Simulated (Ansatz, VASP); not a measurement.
Zn3Se2S in VASP and in Ansatz

```
Zn Se S
1.0
    -0.01770    0.02514   -6.48267
    -0.13428    6.97108   -0.02654
     6.07200   -3.60191    0.02946
Zn Se S
6 4 2
Direct
  0.49526 0.51457 0.65956
  0.47257 0.17431 0.01838
  0.52445 0.83508 0.30567
  0.02231 0.14058 0.66138
  0.04019 0.83187 0.99778
  0.00564 0.50785 0.30689
  0.08876 0.56675 0.70525
  0.10118 0.82230 0.30456
  0.60119 0.17823 0.68725
  0.62257 0.52025 0.34648
  0.09184 0.10608 0.01138
  0.62405 0.80213 0.99542
```

Change from the starting cell: cell x1, atoms moved at random (sigma 0.15 Å) and cell strained at random (1.5 %), then relaxed without symmetry.

Alike in both runs: task relaxation of cell and atoms; functional PBE; k mesh 2 × 2 × 2; occupations gaussian, width 0.1 eV; no spin polarisation.

|  | VASP | Ansatz |
| --- | --- | --- |
| version | VASP 6.6.1 | Ansatz 0.2.0 |
| potentials or method | VASP PAW PBE potentials, release 64 (Zn, Se, S), cutoff 600 eV | scalar-relativistic, plane waves, PAW |
| valence electrons in the cell | 108 | 148 |

VASP gave:

```
gap on the k mesh at the Fermi level, each at its own relaxed structure (eV) : 1.46
relaxed volume (Å³/atom)                                                     : 22.44
relaxed cell length with the largest relative difference (Å)                 : 6.902
```

Q: What did Ansatz give for the same quantities?

A: gap on the k mesh at the Fermi level, each at its own relaxed structure (eV): 1.48; relaxed volume (Å³/atom): 22.33; relaxed cell length with the largest relative difference (Å): 6.890.

VASP's potentials hold 108 valence electrons a cell and Ansatz's 148, so a difference there can come from the potentials and not from the codes.

The k mesh is coarse, so the values compare programs but aren't converged.
